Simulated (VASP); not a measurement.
BN: single point with r2SCAN

The system is BN.

```
B N
1.0
     0.00000    1.78912    1.80483
     1.78912    0.00000    1.80483
     1.78912    1.78912    0.00000
B N
1 1
Direct
  0.00000 0.00000 0.00000
  0.25000 0.25000 0.25000
```

This cell differs from its parent crystal: biaxial xy strain -0.9%.

- Program: VASP 6.6.1
- Task: single point
- Functional: r2SCAN
- Potentials or basis: VASP PAW PBE potentials, release 64 (B, N)
- Cutoff: 520 eV
- k mesh: 12 × 12 × 12
- Occupations: gaussian, width 0.01 eV
- Spin: no spin polarisation
- Dipole correction: no
- Further INCAR settings: ALGO = Normal; EDIFF = 1e-06; NBANDS = 11

- Pressure: 8.3 GPa
- Band gap on the k mesh: 4.92 eV, indirect (least direct gap 9.58 eV)

Stress tensor (GPa, compression positive):
```
10.22  0.00  0.00
 0.00 10.22  0.00
 0.00  0.00  4.41
```

Levels at points of the mesh, in eV from the valence-band top:
| k point | band 2 | band 3 | band 4 | band 5 | band 6 | band 7 |
| --- | --- | --- | --- | --- | --- | --- |
| (0.00, 0.00, 0.00) | -0.09 | 0.00 | 0.00 | 9.58 | 9.58 | 9.65 |
| (0.50, 0.00, 0.00) | -11.32 | -2.16 | -2.02 | 11.00 | 11.56 | 11.62 |
| (0.50, 0.50, 0.00) | -9.58 | -5.16 | -5.16 | 5.08 | 10.06 | 19.57 |
| (0.50, 0.00, 0.50) | -9.45 | -5.28 | -5.28 | 4.92 | 9.84 | 19.52 |

It took 73 s on 1 thread of Intel Xeon 6975P-C, on a shared host, peak memory 0.13 GiB.

Caveat: the cell differs from its parent crystal (biaxial xy strain -0.9%); the PAW data sets were made with another functional, which shifts forces and pressure a little. A k mesh can miss the band edges.
